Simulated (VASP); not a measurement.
# Al (Fd-3m) in VASP: further runs

Al is run at these levels: PBEsol; tasks: single point, relaxation of cell and atoms.

All numbers are computed with VASP 6.6.1; they aren't measurements. Logs are shortened: lines on timing, memory, paths and dates and some standing lists are left out, and cuts for length are marked.

## 1. The cell of the first run

Symmetry: Fd-3m, No. 227, cubic system. The conventional cell has a = 5.452 Å, b = 5.452 Å, c = 5.452 Å, α = 90.00°, β = 90.00°, γ = 90.00°. Within 3.1 Å of Al (site symmetry -43m) lie 4 Al at 2.36 Å.

## 2. Single point, PBEsol

INCAR

```
SYSTEM = Al
PREC = Accurate ; ENCUT = 520
EDIFF = 1E-6 ; ISMEAR = -1
SIGMA = 0.05 ; LREAL = .FALSE.
LASPH = .TRUE. ; NELM = 80
ALGO = Normal ; ISIF = 2
LWAVE = .FALSE. ; LCHARG = .FALSE.
GGA = PS ; NBANDS = 10
```

KPOINTS

```
regular mesh
0
G
  14 14 14
  0 0 0
```

POSCAR

```
Al
1.0
    0.0000000000      2.7258592292      2.7258592292
    2.7258592292      0.0000000000      2.7258592292
    2.7258592292      2.7258592292      0.0000000000
Al
2
Direct
    0.0000000000      0.0000000000      0.0000000000
    0.2500000000      0.2500000000      0.2500000000
```

Potentials or basis: VASP PAW PBE potentials, release 64 (Al).

Run with:

```
$ cat potpaw_PBE.64/Al/POTCAR > POTCAR
$ mpirun -np 1 vasp_std > vasp.out
```

OUTCAR:

```text
SYSTEM = Al
   PREC = Accurate
   ENCUT = 520
   EDIFF = 1E-6
   ISMEAR = -1
   LREAL = .FALSE.
   LASPH = .TRUE.
   NELM = 80
   ISIF = 2
   GGA = PS

 ion  position               nearest neighbor table
   1  0.000  0.000  0.000-   2 2.36   2 2.36   2 2.36   2 2.36
   2  0.250  0.250  0.250-   1 2.36   1 2.36   1 2.36   1 2.36

  LATTYP: Found a face centered cubic cell.
 ALAT       =     5.4517184584

  Lattice vectors:

 A1 = (   0.0000000000,   2.7258592292,   2.7258592292)
 A2 = (   2.7258592292,   0.0000000000,   2.7258592292)
 A3 = (   2.7258592292,   2.7258592292,   0.0000000000)

Analysis of symmetry for initial positions (statically):
=====================================================================
 Subroutine PRICEL returns:
 Original cell was already a primitive cell.

 Routine SETGRP: Setting up the symmetry group for a
 face centered cubic supercell.

 Subroutine GETGRP returns: Found 48 space group operations
 (whereof 24 operations were pure point group operations)
 out of a pool of 48 trial point group operations.

The static configuration has the point symmetry T_d .
 The point group associated with its full space group is O_h .

Analysis of symmetry for dynamics (positions and initial velocities):
=====================================================================
 Subroutine PRICEL returns:
 Original cell was already a primitive cell.

 Routine SETGRP: Setting up the symmetry group for a
 face centered cubic supercell.

 Subroutine GETGRP returns: Found 48 space group operations
 (whereof 24 operations were pure point group operations)
 out of a pool of 48 trial point group operations.

The dynamic configuration has the point symmetry T_d .
 The point group associated with its full space group is O_h .

 Subroutine INISYM returns: Found 48 space group operations
 (whereof 24 operations are pure point group operations),
 and found     1 'primitive' translations

----------------------------------------------------------------------------------------

                                     Primitive cell

  volume of cell :      40.5080

  direct lattice vectors                    reciprocal lattice vectors
     0.000000000  2.725859229  2.725859229    -0.183428401  0.183428401  0.183428401
     2.725859229  0.000000000  2.725859229     0.183428401 -0.183428401  0.183428401
     2.725859229  2.725859229  0.000000000     0.183428401  0.183428401 -0.183428401

  length of vectors
     3.854947091  3.854947091  3.854947091     0.317707310  0.317707310  0.317707310

  position of ions in fractional coordinates (direct lattice)
     0.000000000  0.000000000  0.000000000
     0.250000000  0.250000000  0.250000000

  ion indices of the primitive-cell ions
   primitive index   ion index
                 1           1
                 2           2

----------------------------------------------------------------------------------------

 KPOINTS: regular mesh

Automatic generation of k-mesh.
 Grid dimensions read from file:
 generate k-points for:   14   14   14

 Generating k-lattice:

  Cartesian coordinates                     Fractional coordinates (reciprocal lattice)
    -0.013102029  0.013102029  0.013102029     0.071428571  0.000000000  0.000000000
     0.013102029 -0.013102029  0.013102029     0.000000000  0.071428571  0.000000000
     0.013102029  0.013102029 -0.013102029     0.000000000  0.000000000  0.071428571

  Length of vectors
     0.022693379  0.022693379  0.022693379

  Shift w.r.t. Gamma in fractional coordinates (k-lattice)
     0.000000000  0.000000000  0.000000000

 Subroutine IBZKPT returns following result:
 ===========================================

 Found    104 irreducible k-points:

 Following reciprocal coordinates:
            Coordinates               Weight
  0.000000  0.000000  0.000000      1.000000
  0.071429  0.000000  0.000000      8.000000
  0.142857  0.000000  0.000000      8.000000
  0.214286  0.000000  0.000000      8.000000
  0.285714  0.000000  0.000000      8.000000
  0.357143  0.000000  0.000000      8.000000
[... 16 lines left out ...]
  0.214286  0.142857  0.000000     24.000000
  0.285714  0.142857  0.000000     24.000000
 [... further k-points ...]
   k-points           NKPTS =    104   k-points in BZ     NKDIM =    104   number of bands    NBANDS=     10
   number of dos      NEDOS =    301   number of ions     NIONS =      2
   total plane-waves  NPLWV =  27000
   dimension x,y,z NGX =    30 NGY =   30 NGZ =   30
   dimension x,y,z NGXF=    60 NGYF=   60 NGZF=   60
   ions per type =               2
   NGX,Y,Z   is equivalent  to a cutoff of  12.94, 12.94, 12.94 a.u.
   NGXF,Y,Z  is equivalent  to a cutoff of  25.88, 25.88, 25.88 a.u.
 SYSTEM =  Al
   PREC   = accura    normal or accurate (medium, high low for compatibility)
   ISTART =      0    job   : 0-new  1-cont  2-samecut
   ICHARG =      2    charge: 1-file 2-atom 10-const
   ISPIN  =      1    spin polarized calculation?
   LNONCOLLINEAR =      F non collinear calculations
   LSORBIT =      F    spin-orbit coupling
   LASPH  =      T    aspherical Exc in radial PAW
   ENCUT  =  520.0 eV  38.22 Ry    6.18 a.u.   7.17  7.17  7.17*2*pi/ulx,y,z
   NELM   =     80;   NELMIN=  2; NELMDL= -5     # of ELM steps
   EDIFF  = 0.1E-05   stopping-criterion for ELM
   LREAL  =      F    real-space projection
   EDIFFG = 0.1E-04   stopping-criterion for IOM
   NSW    =      0    number of steps for IOM
   IBRION =     -1    ionic relax: 0-MD 1-quasi-New 2-CG
   NFREE  =      0    steps in history (QN), initial steepest desc. (CG)
   ISIF   =      2    stress and relaxation
   ISYM   =      2    0-nonsym 1-usesym 2-fastsym
   POTIM  = 0.5000    time-step for ionic-motion
   TEBEG  =    0.0;   TEEND  =   0.0 temperature during run
   PSTRESS=    0.0 pullay stress
   NELECT =       6.0000    total number of electrons
   NUPDOWN=      -1.0000    fix difference up-down
   EMIN   =  10.00;   EMAX   =-10.00  energy-range for DOS
   EFERMI =   0.00;   METHOD = LEGACY
   ISMEAR =    -1;   SIGMA  =   0.05  broadening in eV -4-tet -1-fermi 0-gaus
   EFERMI_NEDOS =   21; number of points for ismear=-14 and -15
   IALGO  =     38    algorithm
   IMIX   =      4    mixing-type and parameters
     AMIX     =   0.40;   BMIX     =  1.00
     AMIX_MAG =   1.60;   BMIX_MAG =  1.00
  volume/ion in A,a.u.               =      20.25       136.68
  Fermi-wavevector in a.u.,A,eV,Ry     =   0.866187  1.636857 10.208186  0.750280
  Thomas-Fermi vector in A             =   1.984540
   LORBIT       =      0    0 simple, 1 ext, 2 COOP (PROOUT), +10 PAW based schemes
   GGA     = PS    functional components
   LHFCALC =     F    Hartree Fock is set to
   AEXX    =    0.0000 exact exchange contribution
   IVDW    =     0    specifies the selected vdW correction
   LEPSILON=     F    determine dielectric tensor
   LRPA    =     F    only Hartree local field effects (RPA)
 non-spin polarized calculation
  energy-cutoff  :      520.00
  volume of cell :       40.51
 maximum number of plane-waves:      1109
 NGX is ok and might be reduce to    30
   NGX = 15   NGY = 15   NGZ = 15

 number of electron       6.0000000 magnetization

 Free energy of the ion-electron system (eV)
  ---------------------------------------------------
  ext. energy  EPLUGINS =         0.00000000
  ---------------------------------------------------
  free energy    TOTEN  =        -5.84246165 eV

  energy without entropy =       -5.83298483  energy(sigma->0) =       -5.83772324

 E-fermi :   5.0120     XC(G=0):  -9.3041

 val. band max:        5.0062877054   @ k =   0.4286   0.2857   0.0000
 cond. band min:       5.0470548473   @ k =   0.3571   0.2143   0.0000
 fundamental gap:      0.0407671419
 Fermi energy:         5.0119657829

 k-point     1 :       0.0000    0.0000    0.0000
  band No.  band energies     occupation
      1      -4.3033      2.00000
      2       7.7778      0.00000
      3       7.7778      0.00000
      4       7.7778      0.00000
      5       9.5895      0.00000
      6       9.5895      0.00000
      7       9.5895      0.00000
      8      13.5551      0.00000
      9      13.6205      0.00000
     10      13.6205      0.00000

 k-point     2 :       0.0714    0.0000    0.0000
  band No.  band energies     occupation
      1      -4.2311      2.00000
      2       7.0826      0.00000
      3       7.6344      0.00000
      4       7.6344      0.00000
      5       9.7962      0.00000
      6       9.7962      0.00000
      7       9.8503      0.00000
      8      13.3537      0.00000
      9      13.3537      0.00000
     10      13.7930      0.00000

 k-point     3 :       0.1429    0.0000    0.0000
  band No.  band energies     occupation
      1      -4.0155      2.00000
      2       5.7809      0.00000
      3       7.3431      0.00000
      4       7.3431      0.00000
      5      10.0122      0.00000
      6      10.2085      0.00000
      7      10.2085      0.00000
      8      12.9257      0.00000
      9      12.9257      0.00000
     10      14.3056      0.00000

 k-point     4 :       0.2143    0.0000    0.0000
  band No.  band energies     occupation
      1      -3.6595      2.00000
      2       4.3862      1.99999
      3       7.0562      0.00000
      4       7.0562      0.00000
      5       9.9532      0.00000
      6      10.4283      0.00000
      7      10.4283      0.00000
      8      12.8992      0.00000
      9      12.8992      0.00000
     10      14.4220      0.00000
[... 222 lines left out ...]
 k-point    22 :       0.1429    0.1429    0.0000
  band No.  band energies     occupation
      1      -3.9190      2.00000
      2       6.5413      0.00000
      3       6.5413      0.00000
      4       6.6007      0.00000
      5       8.7433      0.00000
      6      11.2134      0.00000
      7      11.2851      0.00000
      8      11.2851      0.00000
      9      14.0194      0.00000
     10      15.1124      0.00000

 k-point    23 :       0.2143    0.1429    0.0000
  band No.  band energies     occupation
      1      -3.6568      2.00000
      2       5.3820      0.00122
      3       6.2048      0.00000
      4       6.5158      0.00000
      5       8.7352      0.00000
      6      10.5961      0.00000
      7      11.6736      0.00000
      8      11.7863      0.00000
      9      14.1345      0.00000
     10      15.8320      0.00000

 k-point    24 :       0.2857    0.1429    0.0000
  band No.  band energies     occupation
      1      -3.2563      2.00000
      2       4.0693      2.00000
      3       5.9667      0.00000
      4       6.1838      0.00000
      5       8.9072      0.00000
      6      10.5231      0.00000
      7      11.7702      0.00000
      8      11.8637      0.00000
      9      14.5408      0.00000
     10      15.9490      0.00000

 [... further k-points ...]

------------------------ aborting loop because EDIFF is reached ----------------------------------------

  FORCE on cell =-STRESS in cart. coord.  units (eV):
  Direction    XX          YY          ZZ          XY          YZ          ZX
  --------------------------------------------------------------------------------------
  -------------------------------------------------------------------------------------
  Total        5.0958920      5.0958920      5.0958920      0.0000000      0.0000000     -0.0000000
  in kB      201.5535859    201.5535859    201.5535859      0.0000000      0.0000000     -0.0000000
  external PRESSURE =     201.5535859 kB  Pullay stress =       0.0000000 kB

 VOLUME and BASIS-vectors are now :
 -----------------------------------------------------------------------------
  energy-cutoff  :      520.00
  volume of cell :       40.51
      direct lattice vectors                 reciprocal lattice vectors
     0.000000000  2.725859229  2.725859229    -0.183428401  0.183428401  0.183428401
     2.725859229  0.000000000  2.725859229     0.183428401 -0.183428401  0.183428401
     2.725859229  2.725859229  0.000000000     0.183428401  0.183428401 -0.183428401

 POSITION                                       TOTAL-FORCE (eV/Angst)
 -----------------------------------------------------------------------------------
      0.00000      0.00000      0.00000         0.000000      0.000000      0.000000
      1.36293      1.36293      1.36293        -0.000000     -0.000000     -0.000000
 -----------------------------------------------------------------------------------
    total drift:                               -0.000000     -0.000000     -0.000000

  FREE ENERGIE OF THE ION-ELECTRON SYSTEM (eV)
  ---------------------------------------------------
  free  energy   TOTEN  =        -5.8424616460 eV

  energy  without entropy=       -5.8329848325  energy(sigma->0) =       -5.83772324
```

Run time: 24 s. Hardware: 1 thread of Intel Xeon Platinum 8375C at 2.90GHz (Ice Lake), shared host; peak memory 0.17 GiB.

Results:

- Free energy: -5.8425 eV
- Pressure: 20.2 GPa
- Band gap on the k mesh: zero (band 3 reaches 7.78 eV, above the bottom of band 4 at 3.00 eV)

Caveat: the PAW data sets were made with another functional, which shifts forces and pressure a little.

(Continued in part 2 of 3.)
